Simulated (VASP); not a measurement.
# SnTe (F-43m) in VASP: notebook, part 2 of 2

VASP 6.6.1.

## (4) Single point, r2SCAN

This run uses another cell than the first one, of 47.09 Å³/atom.

File POSCAR:

```
SnTe
1.0
    0.0000000000      3.6111460000      3.6111460000
    3.6111460000      0.0000000000      3.6111460000
    3.6111460000      3.6111460000      0.0000000000
Te Sn
1 1
Direct
    0.2500000000      0.2500000000      0.2500000000
    0.0000000000      0.0000000000      0.0000000000
```

File INCAR.step1:

```
  PREC = Accurate
  ENCUT = 520
  ISMEAR = -1
  SIGMA = 0.05
  LREAL = False
  LASPH = True
  NELM = 80
  NBANDS = 17
  GGA = PE
  ALGO = Normal
  EDIFF = 1E-4
  LWAVE = True
  LCHARG = False
```

File INCAR.step2:

```
  PREC = Accurate
  ENCUT = 520
  EDIFF = 1E-6
  ISMEAR = -1
  SIGMA = 0.05
  LREAL = False
  LASPH = True
  NELM = 80
  ALGO = Normal
  ISIF = 2
  LWAVE = False
  LCHARG = False
  METAGGA = R2SCAN
  LMIXTAU = True
  NBANDS = 17
  ISTART = 1
```

File KPOINTS:

```
Automatic mesh
0
Gamma
  7 7 7
```

Potentials or basis: VASP PAW PBE potentials, release 64 (Te, Sn_d).

Run with:

```
$ cat potpaw_PBE.64/Te/POTCAR potpaw_PBE.64/Sn_d/POTCAR > POTCAR
$ cp INCAR.step1 INCAR
$ mpirun -np 1 vasp_std > vasp.out
$ cp INCAR.step2 INCAR
$ mpirun -np 1 vasp_std > vasp.out
```

OUTCAR:

```text
PREC = Accurate
   ENCUT = 520
   EDIFF = 1E-6
   ISMEAR = -1
   LREAL = False
   LASPH = True
   NELM = 80
   ISIF = 2
   METAGGA = R2SCAN
   ISTART = 1

 ion  position               nearest neighbor table
   1  0.250  0.250  0.250-   2 3.13   2 3.13   2 3.13   2 3.13
   2  0.000  0.000  0.000-   1 3.13   1 3.13   1 3.13   1 3.13

  LATTYP: Found a face centered cubic cell.
 ALAT       =     7.2222920000

  Lattice vectors:

 A1 = (   0.0000000000,   3.6111460000,   3.6111460000)
 A2 = (   3.6111460000,   0.0000000000,   3.6111460000)
 A3 = (   3.6111460000,   3.6111460000,   0.0000000000)

Analysis of symmetry for initial positions (statically):
=====================================================================
 Subroutine PRICEL returns:
 Original cell was already a primitive cell.

 Routine SETGRP: Setting up the symmetry group for a
 face centered cubic supercell.

 Subroutine GETGRP returns: Found 24 space group operations
[... 155 lines left out ...]
  ---------------------------------------------------
  free energy    TOTEN  =       -50.06440508 eV

  energy without entropy =      -50.06372056  energy(sigma->0) =      -50.06406282

 E-fermi :   3.1284     XC(G=0):  -7.9535

 val. band max:        2.8925565250   @ k =  -0.2857   0.4286   0.1429
 cond. band min:       3.2929582632   @ k =   0.4286   0.4286   0.0000
 fundamental gap:      0.4004017382
 Fermi energy:         3.1284239084

 k-point     1 :       0.0000    0.0000    0.0000
  band No.  band energies     occupation
      1     -19.4612      2.00000
      2     -19.4611      2.00000
      3     -19.4611      2.00000
      4     -19.4481      2.00000
      5     -19.4481      2.00000
      6      -8.9724      2.00000
[... 377 lines left out ...]
      4     -19.4484      2.00000
      5     -19.4476      2.00000
      6      -8.1639      2.00000
[... 9 lines left out ...]
     16      10.7865      0.00000
     17      12.1775      0.00000

------------------------ aborting loop because EDIFF is reached ----------------------------------------

  FORCE on cell =-STRESS in cart. coord.  units (eV):
  Direction    XX          YY          ZZ          XY          YZ          ZX
  --------------------------------------------------------------------------------------
  -------------------------------------------------------------------------------------
  Total       -0.3528473     -0.3528473     -0.3528473      0.0000000      0.0000000      0.0000000
  in kB       -6.0025010     -6.0025010     -6.0025010      0.0000000      0.0000000      0.0000000
  external PRESSURE =      -6.0025010 kB  Pullay stress =       0.0000000 kB

 VOLUME and BASIS-vectors are now :
 -----------------------------------------------------------------------------
  energy-cutoff  :      520.00
  volume of cell :       94.18
      direct lattice vectors                 reciprocal lattice vectors
     0.000000000  3.611146000  3.611146000    -0.138460201  0.138460201  0.138460201
     3.611146000  0.000000000  3.611146000     0.138460201 -0.138460201  0.138460201
     3.611146000  3.611146000  0.000000000     0.138460201  0.138460201 -0.138460201

 POSITION                                       TOTAL-FORCE (eV/Angst)
 -----------------------------------------------------------------------------------
      1.80557      1.80557      1.80557         0.000000      0.000000      0.000000
      0.00000      0.00000      0.00000        -0.000000     -0.000000     -0.000000
 -----------------------------------------------------------------------------------
    total drift:                                0.000002      0.000002      0.000002

  FREE ENERGIE OF THE ION-ELECTRON SYSTEM (eV)
  ---------------------------------------------------
  free  energy   TOTEN  =       -50.0644050767 eV

  energy  without entropy=      -50.0637205608  energy(sigma->0) =      -50.06406282
```

Wall time 2.3 min (1 thread of AMD EPYC 9R45 (Zen 5), shared host); peak memory 0.23 GiB.

What came out:

- Free energy: -50.0644 eV
- Pressure: -0.6 GPa
- Band gap on the k mesh: 0.40 eV (least direct gap 0.93 eV)

Levels at points of the mesh, in eV from the valence-band top:
| k point | band 8 | band 9 | band 10 | band 11 | band 12 | band 13 |
| --- | --- | --- | --- | --- | --- | --- |
| (0.00, 0.00, 0.00) | -1.94 | -1.94 | -1.94 | 1.27 | 1.27 | 1.27 |

Caveat: the PAW data sets were made with another functional, which shifts forces and pressure a little; spin-orbit coupling is left out, which moves the levels of the heavy elements; an odd mesh through Γ misses points on the zone boundary, where band edges can lie.

## (5) Single point, r2SCAN

This run uses another cell than the first one, of 48.03 Å³/atom.

File POSCAR:

```
SnTe
1.0
    0.0000000000      3.6350615711      3.6350615711
    3.6350615711      0.0000000000      3.6350615711
    3.6350615711      3.6350615711      0.0000000000
Te Sn
1 1
Direct
    0.2500000000      0.2500000000      0.2500000000
    0.0000000000      0.0000000000      0.0000000000
```

File INCAR.step1:

```
SYSTEM = SnTe
ALGO = Normal
EDIFF = 1E-4
ENCUT = 520
GGA = PE
ISMEAR = -1
LASPH = .TRUE.
LCHARG = .FALSE.
LREAL = .FALSE.
LWAVE = .TRUE.
NBANDS = 17
NELM = 60
PREC = Accurate
SIGMA = 0.05
```

File INCAR.step2:

```
SYSTEM = SnTe
ALGO = Normal
EDIFF = 1E-6
ENCUT = 520
ISIF = 2
ISMEAR = -1
ISTART = 1
LASPH = .TRUE.
LCHARG = .TRUE.
LELF = .TRUE.
LMIXTAU = .TRUE.
LREAL = .FALSE.
LVHAR = .TRUE.
LWAVE = .FALSE.
METAGGA = R2SCAN
NBANDS = 17
NELM = 60
PREC = Accurate
SIGMA = 0.05
```

File KPOINTS:

```
k-points
0
G
  7 7 7
  0 0 0
```

Run with:

```
$ cat potpaw_PBE.64/Te/POTCAR potpaw_PBE.64/Sn_d/POTCAR > POTCAR
$ cp INCAR.step1 INCAR
$ mpirun -np 1 vasp_std > vasp.out
$ cp INCAR.step2 INCAR
$ mpirun -np 1 vasp_std > vasp.out
```

Wall time 2.4 min (1 thread of AMD EPYC 9R45 (Zen 5), shared host); peak memory 0.23 GiB.

The run converged. Its results:

```yaml
Free_energy: -50.0550 eV
Pressure: -1.1 GPa
Band_gap_on_the_k_mesh: 0.45 eV (least direct gap 0.95 eV)
```

Levels at points of the mesh, in eV from the valence-band top:
| k point | band 7 | band 8 | band 9 | band 10 | band 11 | band 12 | band 13 | band 14 |
| --- | --- | --- | --- | --- | --- | --- | --- | --- |
| (0.00, 0.00, 0.00) | -5.07 | -1.87 | -1.87 | -1.87 | 1.30 | 1.30 | 1.30 | 4.49 |

Caveat: the PAW data sets were made with another functional, which shifts forces and pressure a little; spin-orbit coupling is left out, which moves the levels of the heavy elements; an odd mesh through Γ misses points on the zone boundary, where band edges can lie.

## (6) Single point, r2SCAN

This run uses another cell than the first one, of 48.97 Å³/atom.

File POSCAR:

```
SnTe
1.0
    0.0000000000      3.6586665285      3.6586665285
    3.6586665285      0.0000000000      3.6586665285
    3.6586665285      3.6586665285      0.0000000000
Te Sn
1 1
Direct
    0.2500000000      0.2500000000      0.2500000000
    0.0000000000      0.0000000000      0.0000000000
```

Edit INCAR.step1 of step 5 so:

```diff
@@ -11,3 +11,3 @@
 NBANDS = 17
-NELM = 60
+NELM = 80
 PREC = Accurate
```

File INCAR.step2:

```
SYSTEM = SnTe
ALGO = Normal
EDIFF = 1E-6
ENCUT = 520
ISIF = 2
ISMEAR = -1
ISTART = 1
LASPH = .TRUE.
LCHARG = .FALSE.
LMIXTAU = .TRUE.
LREAL = .FALSE.
LWAVE = .FALSE.
METAGGA = R2SCAN
NBANDS = 17
NELM = 80
PREC = Accurate
SIGMA = 0.05
```

KPOINTS is that of step 5.

Potentials or basis: VASP PAW PBE potentials, release 64 (Te, Sn_d).

Run with:

```
$ cat potpaw_PBE.64/Te/POTCAR potpaw_PBE.64/Sn_d/POTCAR > POTCAR
$ cp INCAR.step1 INCAR
$ mpirun -np 1 vasp_std > vasp.out
$ cp INCAR.step2 INCAR
$ mpirun -np 1 vasp_std > vasp.out
```

Run time: 2.2 min. Hardware: 1 thread of AMD EPYC 9R45 (Zen 5), shared host; peak memory 0.23 GiB.

It converged, with:

| Item | Value |
| --- | --- |
| Free energy | -50.0404 eV |
| Pressure | -1.5 GPa |
| Band gap on the k mesh | 0.49 eV (least direct gap 0.97 eV) |

Levels at points of the mesh, in eV from the valence-band top:
```csv
k point,band 8,band 9,band 10,band 11,band 12,band 13
"(0.00, 0.00, 0.00)",-1.80,-1.80,-1.80,1.33,1.33,1.33
```

Caveat: the PAW data sets were made with another functional, which shifts forces and pressure a little; spin-orbit coupling is left out, which moves the levels of the heavy elements; an odd mesh through Γ misses points on the zone boundary, where band edges can lie.

## (7) The runs side by side

```csv
level,cell,k mesh,grid for exact exchange (PRECFOCK),share of exact exchange,gap on the mesh (eV),pressure (GPa)
B3LYP,"a = 5.163 Å, angles 60.0°, 2 atoms",4 × 4 × 4,Normal,0.2,0.95,-0.1
HF,"a = 5.265 Å, angles 60.0°, 2 atoms",4 × 4 × 4,Normal,1,4.55,-1.3
r2SCAN,"a = 5.107 Å, angles 60.0°, 2 atoms",7 × 7 × 7,-,-,0.40,-0.6
r2SCAN,"a = 5.141 Å, angles 60.0°, 2 atoms",7 × 7 × 7,-,-,0.45,-1.1
r2SCAN,"a = 5.174 Å, angles 60.0°, 2 atoms",7 × 7 × 7,-,-,0.49,-1.5
```

Alike in all rows: task single point; potentials or basis VASP PAW PBE potentials, release 64 (Te, Sn_d); no spin polarisation; cutoff (eV) 520; smearing fermi-dirac 0.05 eV.

Caveats: the PAW data sets were made with another functional, which shifts forces and pressure a little; spin-orbit coupling is left out, which moves the levels of the heavy elements; an odd mesh through Γ misses points on the zone boundary, where band edges can lie (at least some runs).

Absolute energies hang on the potentials; compare differences alone.
